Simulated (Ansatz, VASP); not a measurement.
# One calculation of Ag, two programs

File INCAR:

```
  ALGO = Normal
  DIPOL = 0.5 0.5 0.500
  EDIFF = 1E-6
  ENCUT = 520
  GGA = PE
  IDIPOL = 3
  ISIF = 2
  ISMEAR = -1
  LASPH = T
  LCHARG = T
  LDIPOL = T
  LELF = T
  LREAL = F
  LVACPOTAV = T
  LVHAR = T
  LWAVE = F
  NBANDS = 48
  NELM = 100
  PREC = Accurate
  SIGMA = 0.05
```

The input KPOINTS:

```
k-points
0
Gamma
  10 10 1
```

The input POSCAR:

```
Ag
1.0
    2.9299980804      0.0000000000      0.0000000000
   -1.4649990402      2.5374527707      0.0000000000
    0.0000000000      0.0000000000     29.3700000000
Ag
7
Direct
    0.6666666667      0.3333333334      0.2553626149
    0.3333333333      0.6666666666      0.3369084099
    0.6666666667      0.3333333334      0.4184542050
    0.3333333333      0.6666666666      0.5000000000
    0.6666666667      0.3333333334      0.5815457950
    0.3333333333      0.6666666666      0.6630915901
    0.6666666667      0.3333333334      0.7446373851
```

input.yaml

```yaml
crystal:
  lattice:
    - [2.9299980804, 0.0, 0.0]
    - [-1.4649990402, 2.5374527707, 0.0]
    - [0.0, 0.0, 29.37]
  atoms:
    - { symbol: Ag, position: [0.6666666667, 0.3333333334, 0.2553626149] }
    - { symbol: Ag, position: [0.3333333333, 0.6666666666, 0.3369084099] }
    - { symbol: Ag, position: [0.6666666667, 0.3333333334, 0.418454205] }
    - { symbol: Ag, position: [0.3333333333, 0.6666666666, 0.5] }
    - { symbol: Ag, position: [0.6666666667, 0.3333333334, 0.581545795] }
    - { symbol: Ag, position: [0.3333333333, 0.6666666666, 0.6630915901] }
    - { symbol: Ag, position: [0.6666666667, 0.3333333334, 0.7446373851] }
hamiltonian:
  xc: pbe
  pseudopotentials: { kind: paw }
kpoints:
  mp_grid: { grid: [10, 10, 1] }
scf:
  occupations: { method: fermi_dirac, width: 0.05 }
output:
  forces: true
  eigenvalues: true
efield:
  axis: 3
  dipole_correction: true
  ramp_width: 0.04
```

Alike in both runs: task single point; functional PBE; k mesh 10 × 10 × 1; occupations fermi-dirac, width 0.05 eV; no spin polarisation.

```csv
,VASP,Ansatz
version,VASP 6.6.1,Ansatz 0.2.0
potentials or method,"VASP PAW PBE potentials, release 64 (Ag)",Ansatz PAW
plane-wave cutoff (eV),520,420
valence electrons in the cell,77,133
```

|  | VASP | Ansatz | Ansatz less VASP |
| --- | --- | --- | --- |
| gap on the k mesh at the Fermi level (eV) | none | none | - |
| rms of the force components (eV/Å) | 0.024 | 0.023 | -0.0007 |
| work function, face that differs most (eV) | 4.34 | 4.35 | +0.007 |

Atom by atom the forces differ by 0.001 eV/Å (rms over components). A gap of «none» marks a metal or a gap that the smearing closes. VASP's potentials hold 77 valence electrons a cell and Ansatz's 133, so a difference there can come from the potentials and not from the codes.
